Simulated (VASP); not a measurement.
Here is a VASP 6.6.1 calculation.

File INCAR:

```
SYSTEM = ScPd
PREC = Accurate
ENCUT = 520
EDIFF = 1E-6
ISMEAR = -1
SIGMA = 0.1
LREAL = .FALSE.
LASPH = .TRUE.
NELM = 80
ALGO = Normal
ISIF = 2
LWAVE = .FALSE.
LCHARG = .TRUE.
GGA = PS
LELF = .TRUE.
LVHAR = .TRUE.
NBANDS = 18
```

The input KPOINTS:

```
Automatic mesh
0
G
  14 14 14
  0 0 0
```

Contents of POSCAR:

```
ScPd
1.0
    3.1920037743      0.0000000000      0.0000000000
    0.0000000000      3.1920037743      0.0000000000
    0.0000000000      0.0000000000      3.1920037743
Sc Pd
1 1
Direct
    0.5000000000      0.5000000000      0.5000000000
    0.0000000000      0.0000000000      0.0000000000
```

Potentials or basis: VASP PAW PBE potentials, release 64 (Sc_sv, Pd).

Run with:

```bash
$ cat potpaw_PBE.64/Sc_sv/POTCAR potpaw_PBE.64/Pd/POTCAR > POTCAR
$ mpirun -np 1 vasp_std > vasp.out
```

Problem. Estimate the pressure.

Solution. 10.2 GPa.

Caveat: the PAW data sets were made with another functional, which shifts forces and pressure a little.
